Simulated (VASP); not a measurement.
A run of VASP 6.6.1 is set up as follows.

Contents of POSCAR:

```
ZnO
1.0
    3.2352006039      0.0000000000      0.0000000000
   -1.6176003019      2.8017659094      0.0000000000
    0.0000000000      0.0000000000      5.0029593860
Zn O
2 2
Direct
    0.3333333333      0.6666666667      0.0012360734
    0.6666666667      0.3333333333      0.5012360734
    0.3333333333      0.6666666667      0.3808639266
    0.6666666667      0.3333333333      0.8808639266
```

Contents of INCAR.step1:

```
SYSTEM = ZnO
PREC     = Accurate       ! precision mode
ENCUT    = 520            ! plane-wave cutoff, eV
ISMEAR   = 0              ! smearing method
SIGMA    = 0.05           ! smearing width, eV
LREAL    = .False.        ! projectors in reciprocal space
LASPH    = .True.         ! aspherical terms in the spheres
NELM     = 80             ! most SCF steps
NBANDS   = 26             ! bands
GGA      = PE             ! functional
ALGO     = Normal         ! electronic algorithm
EDIFF    = 1E-4           ! SCF threshold, eV
LWAVE    = .True.         ! write WAVECAR
LCHARG   = .False.        ! write CHGCAR
```

File INCAR.step2:

```
SYSTEM = ZnO
PREC     = Accurate       ! precision mode
ENCUT    = 520            ! plane-wave cutoff, eV
EDIFF    = 1E-6           ! SCF threshold, eV
ISMEAR   = 0              ! smearing method
SIGMA    = 0.05           ! smearing width, eV
LREAL    = .False.        ! projectors in reciprocal space
LASPH    = .True.         ! aspherical terms in the spheres
NELM     = 80             ! most SCF steps
ALGO     = Normal         ! electronic algorithm
ISIF     = 2              ! what is computed and relaxed
LWAVE    = .False.        ! write WAVECAR
LCHARG   = .False.        ! write CHGCAR
METAGGA  = R2SCAN         ! meta-GGA
LMIXTAU  = .True.       
NBANDS   = 26             ! bands
ISTART   = 1
```

Contents of KPOINTS:

```
Automatic mesh
0
Gamma
  12 12 6
  0 0 0
```

Potentials or basis: VASP PAW PBE potentials, release 64 (Zn, O).

Launch:

```console
$ cat potpaw_PBE.64/Zn/POTCAR potpaw_PBE.64/O/POTCAR > POTCAR
$ cp INCAR.step1 INCAR
$ mpirun -np 1 vasp_std > vasp.out
$ cp INCAR.step2 INCAR
$ mpirun -np 1 vasp_std > vasp.out
```

**Question.** Predict the largest force.

**Answer.** 0.557 eV/Å.

**Question.** What does it give for the band gap on the k mesh?

**Answer.** 1.35 eV.

**Question.** Estimate the pressure.

**Answer.** 8.2 GPa.

Forces on the atoms (eV/Å):
```
Zn   0.000  0.000 -0.557
Zn   0.000  0.000 -0.557
O    0.000  0.000  0.557
O    0.000  0.000  0.557
```

Caveat: the cell differs from its parent crystal (strain +0.000 along x and y, -0.040 along z); the cell stands under pressure; the PAW data sets were made with another functional, which shifts forces and pressure a little.
